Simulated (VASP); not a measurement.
Wanted: the native input for a VASP 6.6.1 run.

| Quantity | Value |
| --- | --- |
| Task | single point |
| Functional | PBEsol |
| Potentials or basis | VASP PAW PBE potentials, release 64 (F) |
| Cutoff | 520 eV |
| k mesh | 12 × 12 × 12 |
| Occupations | gaussian, width 0.1 eV |
| Spin | no spin polarisation |
| Dipole correction | no |
| Further INCAR settings | ALGO = Normal; EDIFF = 1e-07; NBANDS = 10 |

The structure of F lies in POSCAR:

```
F
1.0
   -0.9871295103      0.9871295103      2.7681170782
    0.9871295103     -0.9871295103      2.7681170782
    0.9871295103      0.9871295103     -2.7681170782
F
1
Direct
    0.0000000000      0.0000000000      0.0000000000
```

This cell differs from its parent crystal: I replaced by F, lengths x 0.646, strained.

The input as run:

INCAR

```
ALGO = Normal
EDIFF = 1E-7
ENCUT = 520
GGA = PS
ISIF = 2
ISMEAR = 0
LASPH = T
LCHARG = F
LREAL = F
LWAVE = F
NBANDS = 10
NELM = 100
PREC = Accurate
SIGMA = 0.1
```

KPOINTS

```
k-points
0
Gamma
  12 12 12
```

Potentials or basis: VASP PAW PBE potentials, release 64 (F).

Run with:

```bash
$ cat potpaw_PBE.64/F/POTCAR > POTCAR
$ mpirun -np 1 vasp_std > vasp.out
```

Results of the run:

```
Pressure : -2.9 GPa
```

Caveat: the k points lie up to 0.38 Å⁻¹ apart; the cell differs from its parent crystal (I replaced by F, lengths x 0.646, strained); the PAW data sets were made with another functional, which shifts forces and pressure a little; an odd number of electrons without spin polarisation forces a metal; a magnetic or distorted state may lie lower.

Wall time 12 s on 1 thread of Intel(R) Xeon(R) Platinum 8259CL CPU @ 2.50GHz (Skylake/Cascade Lake) (shared host), peak memory 0.14 GiB.
